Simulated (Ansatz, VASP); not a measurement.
Ir: VASP beside Ansatz

INCAR

```
ALGO = Fast ; EDIFF = 1E-7
ENCUT = 520 ; ISIF = 2
ISMEAR = 0 ; LASPH = True
LCHARG = False ; LREAL = False
LWAVE = False ; NBANDS = 10
NELM = 80 ; PREC = Accurate
SIGMA = 0.15
```

File KPOINTS:

```
k-points
0
Gamma
  22 22 22
```

File POSCAR:

```
Ir
1.0
    0.0000000000      2.0583838469      1.6327100674
    2.0583838469      0.0000000000      1.6327100674
    2.0583838469      2.0583838469      0.0000000000
Ir
1
Direct
    0.0000000000      0.0000000000      0.0000000000
```

Input for Ansatz:

```yaml
crystal:
  lattice:
    - [0.0, 2.0583838469, 1.6327100674]
    - [2.0583838469, 0.0, 1.6327100674]
    - [2.0583838469, 2.0583838469, 0.0]
  atoms:
    - { symbol: Ir, position: [0.0, 0.0, 0.0] }
basis:
  ecutwfc: 420
kpoints:
  mp_grid: { grid: [22, 22, 22] }
hamiltonian:
  xc: lda
scf:
  occupations: { method: gaussian, width: 0.15 }
output:
  forces: true
  stress: true
  eigenvalues: true
```

Alike in both runs: task single point; functional LDA; k mesh 22 × 22 × 22; occupations gaussian, width 0.15 eV; no spin polarisation.

|  | VASP | Ansatz |
| --- | --- | --- |
| version | VASP 6.6.1 | Ansatz 0.2.0 |
| potentials or method | VASP PAW LDA potentials, release 64 (Ir), cutoff 520 eV | scalar-relativistic, plane waves, PAW |
| valence electrons in the cell | 9 | 17 |

Ansatz gave:

* gap on the k mesh at the Fermi level (eV): none
* pressure (GPa): 9.2
* traceless stress, the component that is largest in VASP (GPa): 36.03

What did VASP give for the same quantities?

gap on the k mesh at the Fermi level (eV): none; pressure (GPa): 11.9; traceless stress, the component that is largest in VASP (GPa): 35.75.

LDA's correlation is that of Perdew and Zunger in VASP and of Perdew and Wang (1992) in Ansatz. A gap of «none» marks a metal or a gap that the smearing closes. VASP's potentials hold 9 valence electrons a cell and Ansatz's 17, so a difference there can come from the potentials and not from the codes.

Spin-orbit coupling is off throughout.
